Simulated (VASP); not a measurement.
# TlSn (P4/mmm) in VASP: single point with LDA

Aim: the single point of TlSn with LDA.

Everything below comes from runs of VASP 6.6.1. Logs are shortened: lines on timing, memory, paths and dates and some standing lists are left out, and cuts for length are marked.

## 1. The cell of the first run

It takes space group P4/mmm (No. 123, tetragonal). Conventional cell: a = 3.686 Å, b = 3.686 Å, c = 4.461 Å, α = 90.00°, β = 90.00°, γ = 90.00°. Tl (site symmetry 4/mmm) has 8 Sn at 3.43 Å and 6 Tl at 3.69 to 4.46 Å within 4.5 Å. Within 4.5 Å of Sn (site symmetry 4/mmm) lie 8 Tl at 3.43 Å and 6 Sn at 3.69 to 4.46 Å.

## 2. Single point, LDA (volume scaled by 1.06)

File INCAR:

```
  PREC = Accurate
  ENCUT = 520
  EDIFF = 1E-6
  ISMEAR = -1
  SIGMA = 0.08
  LREAL = F
  LASPH = T
  NELM = 100
  ALGO = Normal
  ISIF = 2
  LWAVE = F
  LCHARG = F
  NBANDS = 20
```

File KPOINTS:

```
Automatic mesh
0
Gamma
  9 9 8
```

File POSCAR:

```
TlSn
1.0
    3.6856249204      0.0000000000      0.0000000000
    0.0000000000      3.6856249204      0.0000000000
    0.0000000000      0.0000000000      4.4608060981
Tl Sn
1 1
Direct
    0.0000000000      0.0000000000      0.0000000000
    0.5000000000      0.5000000000      0.5000000000
```

Potentials or basis: VASP PAW LDA potentials, release 64 (Tl_d, Sn_d).

Command:

```
$ cat potpaw_LDA.64/Tl_d/POTCAR potpaw_LDA.64/Sn_d/POTCAR > POTCAR
$ mpirun -np 1 vasp_std > vasp.out
```

OUTCAR:

```text
PREC = Accurate
   ENCUT = 520
   EDIFF = 1E-6
   ISMEAR = -1
   LREAL = F
   LASPH = T
   NELM = 100
   ISIF = 2

 ion  position               nearest neighbor table
   1  0.000  0.000  0.000-   2 3.43   2 3.43   2 3.43   2 3.43   2 3.43   2 3.43   2 3.43   2 3.43

   2  0.500  0.500  0.500-   1 3.43   1 3.43   1 3.43   1 3.43   1 3.43   1 3.43   1 3.43   1 3.43

  LATTYP: Found a simple tetragonal cell.
 ALAT       =     3.6856249204
 C/A-ratio  =     1.2103255742

  Lattice vectors:

 A1 = (   3.6856249204,   0.0000000000,   0.0000000000)
 A2 = (   0.0000000000,   3.6856249204,   0.0000000000)
 A3 = (   0.0000000000,   0.0000000000,   4.4608060981)

Analysis of symmetry for initial positions (statically):
=====================================================================
 Subroutine PRICEL returns:
 Original cell was already a primitive cell.

 Routine SETGRP: Setting up the symmetry group for a
 simple tetragonal supercell.

 Subroutine GETGRP returns: Found 16 space group operations
 (whereof 16 operations were pure point group operations)
 out of a pool of 16 trial point group operations.

The static configuration has the point symmetry D_4h.

Analysis of symmetry for dynamics (positions and initial velocities):
=====================================================================
 Subroutine PRICEL returns:
 Original cell was already a primitive cell.

 Routine SETGRP: Setting up the symmetry group for a
 simple tetragonal supercell.

 Subroutine GETGRP returns: Found 16 space group operations
 (whereof 16 operations were pure point group operations)
 out of a pool of 16 trial point group operations.

The dynamic configuration has the point symmetry D_4h.

 Subroutine INISYM returns: Found 16 space group operations
 (whereof 16 operations are pure point group operations),
 and found     1 'primitive' translations

----------------------------------------------------------------------------------------

                                     Primitive cell

  volume of cell :      60.5948

  direct lattice vectors                    reciprocal lattice vectors
     3.685624920  0.000000000  0.000000000     0.271324408  0.000000000  0.000000000
     0.000000000  3.685624920  0.000000000     0.000000000  0.271324408  0.000000000
     0.000000000  0.000000000  4.460806098     0.000000000  0.000000000  0.224174729

  length of vectors
     3.685624920  3.685624920  4.460806098     0.271324408  0.271324408  0.224174729

  position of ions in fractional coordinates (direct lattice)
     0.000000000  0.000000000  0.000000000
     0.500000000  0.500000000  0.500000000

  ion indices of the primitive-cell ions
   primitive index   ion index
                 1           1
                 2           2

----------------------------------------------------------------------------------------

 KPOINTS: Automatic mesh

Automatic generation of k-mesh.
 Grid dimensions read from file:
 generate k-points for:    9    9    8

 Generating k-lattice:

  Cartesian coordinates                     Fractional coordinates (reciprocal lattice)
     0.030147156  0.000000000  0.000000000     0.111111111  0.000000000  0.000000000
     0.000000000  0.030147156  0.000000000     0.000000000  0.111111111  0.000000000
     0.000000000  0.000000000  0.028021841     0.000000000  0.000000000  0.125000000

  Length of vectors
     0.030147156  0.030147156  0.028021841

  Shift w.r.t. Gamma in fractional coordinates (k-lattice)
     0.000000000  0.000000000  0.000000000

 Subroutine IBZKPT returns following result:
 ===========================================

 Found     75 irreducible k-points:

 Following reciprocal coordinates:
            Coordinates               Weight
  0.000000  0.000000  0.000000      1.000000
  0.111111  0.000000  0.000000      4.000000
  0.222222  0.000000  0.000000      4.000000
  0.333333  0.000000  0.000000      4.000000
  0.444444  0.000000  0.000000      4.000000
  0.111111  0.111111  0.000000      4.000000
[... 16 lines left out ...]
  0.333333  0.111111  0.125000     16.000000
  0.444444  0.111111  0.125000     16.000000
 [... further k-points ...]
   k-points           NKPTS =     75   k-points in BZ     NKDIM =     75   number of bands    NBANDS=     20
   number of dos      NEDOS =    301   number of ions     NIONS =      2
   total plane-waves  NPLWV =  28224
   dimension x,y,z NGX =    28 NGY =   28 NGZ =   36
   dimension x,y,z NGXF=    56 NGYF=   56 NGZF=   72
   ions per type =               1   1
   NGX,Y,Z   is equivalent  to a cutoff of  12.63, 12.63, 13.42 a.u.
   NGXF,Y,Z  is equivalent  to a cutoff of  25.26, 25.26, 26.83 a.u.
 SYSTEM =  unknown system
   PREC   = accura    normal or accurate (medium, high low for compatibility)
   ISTART =      0    job   : 0-new  1-cont  2-samecut
   ICHARG =      2    charge: 1-file 2-atom 10-const
   ISPIN  =      1    spin polarized calculation?
   LNONCOLLINEAR =      F non collinear calculations
   LSORBIT =      F    spin-orbit coupling
   LASPH  =      T    aspherical Exc in radial PAW
   ENCUT  =  520.0 eV  38.22 Ry    6.18 a.u.   6.85  6.85  8.29*2*pi/ulx,y,z
   NELM   =    100;   NELMIN=  2; NELMDL= -5     # of ELM steps
   EDIFF  = 0.1E-05   stopping-criterion for ELM
   LREAL  =      F    real-space projection
   EDIFFG = 0.1E-04   stopping-criterion for IOM
   NSW    =      0    number of steps for IOM
   IBRION =     -1    ionic relax: 0-MD 1-quasi-New 2-CG
   NFREE  =      0    steps in history (QN), initial steepest desc. (CG)
   ISIF   =      2    stress and relaxation
   ISYM   =      2    0-nonsym 1-usesym 2-fastsym
   POTIM  = 0.5000    time-step for ionic-motion
   TEBEG  =    0.0;   TEEND  =   0.0 temperature during run
   PSTRESS=    0.0 pullay stress
   NELECT =      27.0000    total number of electrons
   NUPDOWN=      -1.0000    fix difference up-down
   EMIN   =  10.00;   EMAX   =-10.00  energy-range for DOS
   EFERMI =   0.00;   METHOD = LEGACY
   ISMEAR =    -1;   SIGMA  =   0.08  broadening in eV -4-tet -1-fermi 0-gaus
   EFERMI_NEDOS =   21; number of points for ismear=-14 and -15
   IALGO  =     38    algorithm
   IMIX   =      4    mixing-type and parameters
     AMIX     =   0.40;   BMIX     =  1.00
     AMIX_MAG =   1.60;   BMIX_MAG =  1.00
  volume/ion in A,a.u.               =      30.30       204.46
  Fermi-wavevector in a.u.,A,eV,Ry     =   1.250406  2.362924 21.272899  1.563514
  Thomas-Fermi vector in A             =   2.384401
   LORBIT       =      0    0 simple, 1 ext, 2 COOP (PROOUT), +10 PAW based schemes
   GGA     = CA    functional components
   LHFCALC =     F    Hartree Fock is set to
   AEXX    =    0.0000 exact exchange contribution
   IVDW    =     0    specifies the selected vdW correction
   LEPSILON=     F    determine dielectric tensor
   LRPA    =     F    only Hartree local field effects (RPA)
 non-spin polarized calculation
  energy-cutoff  :      520.00
  volume of cell :       60.59
 maximum number of plane-waves:      1650
 NGX is ok and might be reduce to    28
   NGX = 13   NGY = 13   NGZ = 17

 number of electron      27.0000001 magnetization

 Free energy of the ion-electron system (eV)
  ---------------------------------------------------
  ext. energy  EPLUGINS =         0.00000000
  ---------------------------------------------------
  free energy    TOTEN  =        -7.21284653 eV

  energy without entropy =       -7.19009143  energy(sigma->0) =       -7.20146898

 E-fermi :   6.1111     XC(G=0): -10.1632

 val. band max:        6.1101425861   @ k =   0.3333   0.2222   0.2500
 cond. band min:       6.1269585005   @ k =   0.2222   0.2222   0.5000
 fundamental gap:      0.0168159144
 Fermi energy:         6.1111393797

 k-point     1 :       0.0000    0.0000    0.0000
  band No.  band energies     occupation
      1     -15.3079      2.00000
      2     -15.2846      2.00000
      3     -15.2602      2.00000
      4     -15.2602      2.00000
      5     -15.2468      2.00000
      6      -5.3564      2.00000
[... 12 lines left out ...]
     19      14.6862      0.00000
     20      14.6862      0.00000

 k-point     2 :       0.1111    0.0000    0.0000
  band No.  band energies     occupation
      1     -15.3030      2.00000
      2     -15.2821      2.00000
      3     -15.2624      2.00000
      4     -15.2599      2.00000
      5     -15.2488      2.00000
      6      -5.3352      2.00000
[... 12 lines left out ...]
     19      13.6589      0.00000
     20      14.5961      0.00000

 k-point     3 :       0.2222    0.0000    0.0000
  band No.  band energies     occupation
      1     -15.2951      2.00000
      2     -15.2711      2.00000
      3     -15.2682      2.00000
      4     -15.2591      2.00000
      5     -15.2540      2.00000
      6      -5.2993      2.00000
[... 12 lines left out ...]
     19      14.0966      0.00000
     20      15.5245      0.00000

 k-point     4 :       0.3333    0.0000    0.0000
  band No.  band energies     occupation
      1     -15.2914      2.00000
      2     -15.2747      2.00000
      3     -15.2598      2.00000
      4     -15.2582      2.00000
      5     -15.2533      2.00000
      6      -5.2788      2.00000
[... 12 lines left out ...]
     19      13.0558      0.00000
     20      15.7320      0.00000

 k-point     5 :       0.4444    0.0000    0.0000
  band No.  band energies     occupation
      1     -15.2901      2.00000
      2     -15.2790      2.00000
      3     -15.2636      2.00000
      4     -15.2577      2.00000
      5     -15.2407      2.00000
      6      -5.2700      2.00000
[... 12 lines left out ...]
     19      13.0107      0.00000
     20      14.7340      0.00000

 k-point     6 :       0.1111    0.1111    0.0000
  band No.  band energies     occupation
      1     -15.2972      2.00000
      2     -15.2804      2.00000
      3     -15.2623      2.00000
      4     -15.2620      2.00000
      5     -15.2509      2.00000
      6      -5.3094      2.00000
[... 12 lines left out ...]
     19      13.4880      0.00000
     20      13.7964      0.00000

 k-point     7 :       0.2222    0.1111    0.0000
  band No.  band energies     occupation
      1     -15.2880      2.00000
      2     -15.2708      2.00000
      3     -15.2680      2.00000
      4     -15.2614      2.00000
      5     -15.2563      2.00000
      6      -5.2652      2.00000
[... 12 lines left out ...]
     19      13.3636      0.00000
     20      15.6509      0.00000
[... 277 lines left out ...]
 k-point    20 :       0.4444    0.0000    0.1250
  band No.  band energies     occupation
      1     -15.2894      2.00000
      2     -15.2797      2.00000
      3     -15.2637      2.00000
      4     -15.2581      2.00000
      5     -15.2400      2.00000
      6      -5.2670      2.00000
[... 12 lines left out ...]
     19      13.1993      0.00000
     20      14.9093      0.00000

 k-point    21 :       0.1111    0.1111    0.1250
  band No.  band energies     occupation
      1     -15.2971      2.00000
      2     -15.2792      2.00000
      3     -15.2625      2.00000
      4     -15.2624      2.00000
      5     -15.2509      2.00000
      6      -5.3089      2.00000
[... 12 lines left out ...]
     19      13.5675      0.00000
     20      14.2668      0.00000

 k-point    22 :       0.2222    0.1111    0.1250
  band No.  band energies     occupation
      1     -15.2877      2.00000
      2     -15.2699      2.00000
      3     -15.2684      2.00000
      4     -15.2618      2.00000
      5     -15.2563      2.00000
      6      -5.2638      2.00000
[... 12 lines left out ...]
     19      13.4902      0.00000
     20      15.6419      0.00000

 k-point    23 :       0.3333    0.1111    0.1250
  band No.  band energies     occupation
      1     -15.2842      2.00000
      2     -15.2751      2.00000
      3     -15.2624      2.00000
      4     -15.2610      2.00000
      5     -15.2519      2.00000
      6      -5.2413      2.00000
[... 12 lines left out ...]
     19      13.8645      0.00000
     20      15.4170      0.00000

 k-point    24 :       0.4444    0.1111    0.1250
  band No.  band energies     occupation
      1     -15.2830      2.00000
      2     -15.2795      2.00000
      3     -15.2664      2.00000
      4     -15.2605      2.00000
      5     -15.2391      2.00000
      6      -5.2381      2.00000
[... 12 lines left out ...]
     19      14.2889      0.00000
     20      15.6159      0.00000

 [... further k-points ...]
[... 5 lines left out ...]
  --------------------------------------------------------------------------------------
  -------------------------------------------------------------------------------------
  Total       -1.9805479     -1.9805479     -1.7298753      0.0000000      0.0000000      0.0000000
  in kB      -52.3673172    -52.3673172    -45.7393267      0.0000000      0.0000000      0.0000000
  external PRESSURE =     -50.1579870 kB  Pullay stress =       0.0000000 kB

 VOLUME and BASIS-vectors are now :
 -----------------------------------------------------------------------------
  energy-cutoff  :      520.00
  volume of cell :       60.59
      direct lattice vectors                 reciprocal lattice vectors
     3.685624920  0.000000000  0.000000000     0.271324408  0.000000000  0.000000000
     0.000000000  3.685624920  0.000000000     0.000000000  0.271324408  0.000000000
     0.000000000  0.000000000  4.460806098     0.000000000  0.000000000  0.224174729

 POSITION                                       TOTAL-FORCE (eV/Angst)
 -----------------------------------------------------------------------------------
      0.00000      0.00000      0.00000         0.000000      0.000000      0.000000
      1.84281      1.84281      2.23040         0.000000      0.000000      0.000000
 -----------------------------------------------------------------------------------
    total drift:                                0.000000      0.000000      0.000000

  FREE ENERGIE OF THE ION-ELECTRON SYSTEM (eV)
  ---------------------------------------------------
  free  energy   TOTEN  =        -7.2128465321 eV

  energy  without entropy=       -7.1900914333  energy(sigma->0) =       -7.20146898
```

Run time: 47 s. Hardware: 1 thread of Intel Xeon Platinum 8488C (Sapphire Rapids), shared host; peak memory 0.21 GiB.

What came out:

```
Free energy : -7.2128 eV
Pressure    : -5.0 GPa
```

Stress tensor (GPa, compression positive):
```
-5.24  0.00  0.00
 0.00 -5.24  0.00
 0.00  0.00 -4.57
```

Caveat: spin-orbit coupling is left out, which moves the levels of the heavy elements.
